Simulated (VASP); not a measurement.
Input of a VASP 6.6.1 run:

INCAR

```
ALGO     = Normal         # electronic algorithm
EDIFF    = 1E-7           # SCF threshold, eV
ENCUT    = 520            # plane-wave cutoff, eV
GGA      = PE             # functional
ISIF     = 2              # what is computed and relaxed
ISMEAR   = 0              # smearing method
LASPH    = T              # aspherical terms in the spheres
LCHARG   = T              # write CHGCAR
LELF     = T              # ELF
LREAL    = F              # projectors in reciprocal space
LVHAR    = T            
LWAVE    = F              # write WAVECAR
NBANDS   = 15             # bands
NELM     = 100            # most SCF steps
PREC     = Accurate       # precision mode
SIGMA    = 0.05           # smearing width, eV
```

File KPOINTS:

```
k-points
0
Gamma
  6 6 6
```

Contents of POSCAR:

```
KI
1.0
    0.0000000000      3.6350372992      3.5873258652
    3.6350372992      0.0000000000      3.5873258652
    3.6350372992      3.6350372992      0.0000000000
K I
1 1
Direct
   -0.0711393416     -0.0711393416      0.0711393416
    0.5219174889      0.5219174889      0.4780825111
```

Potentials or basis: VASP PAW PBE potentials, release 64 (K_sv, I).

The run is started by

```bash
$ cat potpaw_PBE.64/K_sv/POTCAR potpaw_PBE.64/I/POTCAR > POTCAR
$ mpirun -np 1 vasp_std > vasp.out
```

(1) What does it give for the pressure?

(2) Estimate the band gap on the k mesh.

(3) What does it give for the largest force?

## Answers

(1) 1.8 GPa.

(2) 3.86 eV, direct.

(3) 1.468 eV/Å.

Caveat: spin-orbit coupling is left out, which moves the levels of the heavy elements; forces of over 1 eV/Å act on the atoms, so gaps and moduli don't describe the material at rest.
